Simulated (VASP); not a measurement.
Wanted: the native input for a VASP 6.6.1 run.

```yaml
Task: single point
Functional: PBE
Potentials_or_basis: VASP PAW PBE potentials, release 64 (Be)
Cutoff: 520 eV
k_mesh: 21 × 21 × 12
Occupations: gaussian, width 0.1 eV
Spin: no spin polarisation
Dipole_correction: no
Further_INCAR_settings: ALGO = Fast; EDIFF = 1e-06; NBANDS = 9
```

The structure of Be lies in POSCAR:

```
Be
1.0
    2.2861348830      0.0000000000      0.0000000000
   -1.1430674415      1.9798508852      0.0000000000
    0.0000000000      0.0000000000      3.5988027678
Be
2
Direct
    0.3333333333      0.6666666667      0.2500000000
    0.6666666667      0.3333333333      0.7500000000
```

The input as run:

INCAR

```
  PREC = Accurate
  ENCUT = 520
  EDIFF = 1E-6
  ISMEAR = 0
  SIGMA = 0.1
  LREAL = F
  LASPH = T
  NELM = 80
  ALGO = Fast
  ISIF = 2
  LWAVE = F
  LCHARG = F
  GGA = PE
  NBANDS = 9
```

KPOINTS

```
regular mesh
0
Gamma
  21 21 12
```

Potentials or basis: VASP PAW PBE potentials, release 64 (Be).

Run with:

```bash
$ cat potpaw_PBE.64/Be/POTCAR > POTCAR
$ mpirun -np 1 vasp_std > vasp.out
```

Results of the run:

```yaml
Pressure: -3.3 GPa
Band_gap_on_the_k_mesh: zero (bands 2 and 3 overlap by 2.06 eV)
```

Caveat: the cell stands under tension.

Wall time 15 s on 1 thread of Intel(R) Xeon(R) 6975P-C (Granite Rapids), on a shared host, peak memory 0.15 GiB.
